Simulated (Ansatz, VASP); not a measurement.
Be2Si: VASP beside Ansatz

INCAR

```
  PREC = Accurate
  ENCUT = 520
  EDIFF = 1E-7
  ISMEAR = 0
  SIGMA = 0.1
  LREAL = F
  LASPH = T
  NELM = 100
  ALGO = Fast
  ISIF = 2
  LWAVE = F
  LCHARG = F
  GGA = PE
  NBANDS = 11
```

KPOINTS

```
regular mesh
0
Gamma
  8 8 8
```

Contents of POSCAR:

```
Be2Si
1.0
    0.0000000000      2.6400000000      2.6400000000
    2.6400000000      0.0000000000      2.6400000000
    2.6400000000      2.6400000000      0.0000000000
Be Si
2 1
Direct
    0.7500000000      0.7500000000      0.7500000000
    0.2500000000      0.2500000000      0.2500000000
    0.0000000000      0.0000000000      0.0000000000
```

Input for Ansatz:

```yaml
crystal:
  lattice:
    - [0.0, 2.64, 2.64]
    - [2.64, 0.0, 2.64]
    - [2.64, 2.64, 0.0]
  atoms:
    - { symbol: Be, position: [0.75, 0.75, 0.75] }
    - { symbol: Be, position: [0.25, 0.25, 0.25] }
    - { symbol: Si, position: [0.0, 0.0, 0.0] }
basis:
  ecutwfc: 420
kpoints:
  mp_grid: { grid: [8, 8, 8] }
hamiltonian:
  xc: pbe
scf:
  occupations: { method: gaussian, width: 0.1 }
output:
  forces: true
  stress: true
  eigenvalues: true
```

Alike in both runs: task single point; functional PBE; k mesh 8 × 8 × 8; occupations gaussian, width 0.1 eV; no spin polarisation.

```csv
,VASP,Ansatz
version,VASP 6.6.1,Ansatz 0.2.0
potentials or method,"VASP PAW PBE potentials, release 64 (Be, Si), cutoff 520 eV","scalar-relativistic, plane waves, PAW"
valence electrons in the cell,8,8
```

```tsv
	VASP	Ansatz	Ansatz less VASP
gap on the k mesh at the Fermi level (eV)	none	none	-
pressure (GPa)	0.2	0.2	-0.06
```

A gap of «none» marks a metal or a gap that the smearing closes. The functional is the same, so the differences come from potentials, cutoffs and numerics.
